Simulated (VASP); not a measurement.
Here is a VASP 6.6.1 calculation.

INCAR

```
SYSTEM = CsRe
PREC = Accurate
ENCUT = 520
EDIFF = 1E-6
ISMEAR = -1
SIGMA = 0.05
LREAL = .False.
LASPH = .True.
NELM = 100
ALGO = Normal
ISIF = 2
LWAVE = .False.
LCHARG = .False.
GGA = PE
NBANDS = 15
```

The input KPOINTS:

```
Automatic mesh
0
Gamma
  8 8 5
  0 0 0
```

Contents of POSCAR:

```
CsRe
1.0
    3.7617126143      0.0000000000      0.0000000000
   -1.8808563020      3.2577386841      0.0000000000
    0.0000000000      0.0000000000      5.7418912060
Cs Re
1 1
Direct
    0.0000000000      0.0000000000      0.5000000000
    0.0000000000      0.0000000000      0.0000000000
```

Potentials or basis: VASP PAW PBE potentials, release 64 (Cs_sv, Re).

Launch:

```sh
$ cat potpaw_PBE.64/Cs_sv/POTCAR potpaw_PBE.64/Re/POTCAR > POTCAR
$ mpirun -np 1 vasp_std > vasp.out
```

**Question.** What does it give for the pressure?

**Answer.** -7.5 GPa.

**Question.** Predict the band gap on the k mesh.

**Answer.** Zero (bands 8 and 9 overlap by 0.95 eV).

Stress tensor (GPa, compression positive):
```
-11.92   0.00   0.00
  0.00 -11.92   0.00
  0.00   0.00   1.26
```

Caveat: the stress differs along the axes, from -12 to 1 GPa; spin-orbit coupling is left out, which moves the levels of the heavy elements.
